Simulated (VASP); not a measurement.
Write the native input for VASP 6.6.1 that does the following.

```
Task                   : single point
Functional             : PBE
Potentials or basis    : VASP PAW PBE potentials, release 64 (Fe, O)
Cutoff                 : 520 eV
k mesh                 : 4 × 4 × 4
Occupations            : gaussian, width 0.05 eV
Spin                   : collinear spin, ferromagnetic start
Starting moments       : [5.0, 5.0, 5.0, 5.0, 0.0, 0.0, 0.0, 0.0, 0.0, 0.0] μB
Hubbard terms          : Fe d U = 4.0 eV
Dipole correction      : no
Further INCAR settings : ALGO = Normal; EDIFF = 1e-06; NBANDS = 49
```

The structure of Fe2O3 (Hematite) lies in POSCAR:

```
Fe2O3
1.0
    2.5190000000      1.4543453281      4.5906666667
   -2.5190000000      1.4543453281      4.5906666667
    0.0000000000     -2.9086906562      4.5906666667
Fe O
4 6
Direct
    0.3553000000      0.3553000000      0.3553000000
    0.1447000000      0.1447000000      0.1447000000
    0.6447000000      0.6447000000      0.6447000000
    0.8553000000      0.8553000000      0.8553000000
    0.5559000000      0.9441000000      0.2500000000
    0.2500000000      0.5559000000      0.9441000000
    0.9441000000      0.2500000000      0.5559000000
    0.4441000000      0.0559000000      0.7500000000
    0.7500000000      0.4441000000      0.0559000000
    0.0559000000      0.7500000000      0.4441000000
```

The input as run:

INCAR

```
SYSTEM = Fe2O3
PREC = Accurate
ENCUT = 520
EDIFF = 1E-6
ISMEAR = 0
SIGMA = 0.05
LREAL = .False.
LASPH = .True.
NELM = 150
ALGO = Normal
ISIF = 2
LWAVE = .False.
LCHARG = .False.
ISPIN = 2
MAGMOM = 5 5 5 5 0 0 0 0 0 0
LORBIT = 11
LMAXMIX = 4
LDAU = .True.
LDAUTYPE = 2
LDAUL = 2 -1
LDAUU = 4 0
LDAUJ = 0 0
LDAUPRINT = 1
GGA = PE
NBANDS = 49
```

KPOINTS

```
regular mesh
0
Gamma
  4 4 4
  0 0 0
```

Potentials or basis: VASP PAW PBE potentials, release 64 (Fe, O).

Command:

```console
$ cat potpaw_PBE.64/Fe/POTCAR potpaw_PBE.64/O/POTCAR > POTCAR
$ mpirun -np 1 vasp_std > vasp.out
```

Results of the run:

* Pressure: 9.0 GPa
* Largest force: 0.322 eV/Å
* Band gap on the k mesh: 1.05 eV, indirect (least direct gap 1.29 eV)
* Net moment: 20.00 μB per cell
* Site moments: Fe +4.34; O +0.37 μB
* Valence electrons inside the program's atomic spheres: Fe 6.75; O 5.05

Caveat: only a ferromagnetic start was run, and an antiferromagnetic order may lie lower in energy.

Wall time 86 s on 1 thread of AMD EPYC 9R45 96-Core Processor (Zen 5) (shared host), peak memory 0.29 GiB.
